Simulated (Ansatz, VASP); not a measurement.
## BeZn3Te4: VASP beside Ansatz

```xyz
8
Lattice="-3.0254 3.0254 6.0383 3.0254 -3.0254 6.0383 3.0254 3.0254 -6.0383" Properties=species:S:1:pos:R:3 pbc="T T T"
Be    0.0000    0.0000    0.0000
Zn    3.0254    0.0000    3.0191
Zn    0.0000    3.0254    3.0191
Zn    0.0000    0.0000    6.0383
Te    1.6020    1.6020    4.5998
Te    1.4234    1.4234   -1.4385
Te   -1.6020    1.6020    7.4768
Te    1.6020   -1.6020    7.4768
```

Alike in both runs: functional PBE; k mesh 6 × 6 × 6; no spin polarisation.

Ansatz relaxed the structure, and its values are those at the end. VASP's run is a single point on that final structure, the one shown.

```csv
,VASP,Ansatz
version,VASP 6.6.1,Ansatz 0.2.0
potentials or method,"VASP PAW PBE potentials, release 64 (Be, Zn, Te), cutoff 520 eV","scalar-relativistic, plane waves, PAW"
occupations,"gaussian, width 0.01 eV",fixed
valence electrons in the cell,62,102
```

```tsv
	VASP	Ansatz	Ansatz less VASP
gap on the k mesh at the Fermi level (eV)	1.61	1.61	0.000
least direct gap on the mesh (eV)	1.61	1.61	0.000
pressure (GPa)	0.1	0.0	-0.10
```

VASP's potentials hold 62 valence electrons a cell and Ansatz's 102, so a difference there can come from the potentials and not from the codes.

Neither program's run includes spin-orbit coupling.
